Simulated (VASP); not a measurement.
**ZnF: single point with PBE**

The system is ZnF.

```xyz
2
Lattice="0.0000 2.3229 2.3229 2.3229 0.0000 2.3229 2.3229 2.3229 0.0000" Properties=species:S:1:pos:R:3 pbc="T T T"
Zn    0.0000    0.0000    0.0000
F     2.3229    2.3229    2.3229
```

```json
{
  "Program": "VASP 6.6.1",
  "Task": "single point",
  "Functional": "PBE",
  "Potentials or basis": "VASP PAW PBE potentials, release 64 (Zn, F)",
  "Cutoff": "600 eV",
  "k mesh": "6 × 6 × 6",
  "Occupations": "gaussian, width 0.1 eV",
  "Spin": "no spin polarisation"
}
```

```
Pressure               : 11.3 GPa
Band gap on the k mesh : zero (an odd number of electrons rules out a gap without spin polarisation)
```

Levels at points of the mesh, in eV from the Fermi level:
```tsv
k point	band 8	band 9	band 10	band 11	band 12	band 13
(0.00, 0.00, 0.00)	-6.67	-6.67	-5.16	12.61	12.61	12.61
(0.50, 0.00, 0.00)	-5.57	-5.57	0.68	1.50	8.31	8.31
(0.50, 0.50, 0.00)	-7.30	-7.30	-0.35	3.67	7.48	8.49
```

Run time: 13 s on 1 thread of Intel(R) Xeon(R) Platinum 8259CL CPU @ 2.50GHz (Skylake/Cascade Lake), with other jobs on the host, peak memory 0.16 GiB.

Caveat: the k points lie up to 0.39 Å⁻¹ apart, too coarse for converged energies and pressures of a metal; an odd number of electrons without spin polarisation forces a metal; a magnetic or distorted state may lie lower.
